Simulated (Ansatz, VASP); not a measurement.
Re in VASP and in Ansatz

```
Re
1.0
     2.76000    0.00000    0.00000
    -1.38000    2.39023    0.00000
     0.00000    0.00000    4.45740
Re
2
Direct
  0.33333 0.66667 0.75000
  0.66667 0.33333 0.25000
```

Alike in both runs: task relaxation of cell and atoms; functional LDA; k mesh 18 × 18 × 10; occupations gaussian, width 0.05 eV; no spin polarisation.

|  | VASP | Ansatz |
| --- | --- | --- |
| version | VASP 6.6.1 | Ansatz 0.2.0 |
| potentials or method | VASP PAW LDA potentials, release 64 (Re), cutoff 600 eV | scalar-relativistic, plane waves, PAW |
| valence electrons in the cell | 14 | 30 |

|  | VASP | Ansatz | Ansatz less VASP |
| --- | --- | --- | --- |
| relaxed volume (Å³/atom) | 14.39 | 14.33 | -0.058 |
| relaxed length of the cell vector where the two differ most in proportion (Å) | 2.741 | 2.737 | -0.0041 |

LDA's correlation is that of Perdew and Zunger in VASP and of Perdew and Wang (1992) in Ansatz. VASP's potentials hold 14 valence electrons a cell and Ansatz's 30, so a difference there can come from the potentials and not from the codes.

Spin-orbit coupling is off throughout.
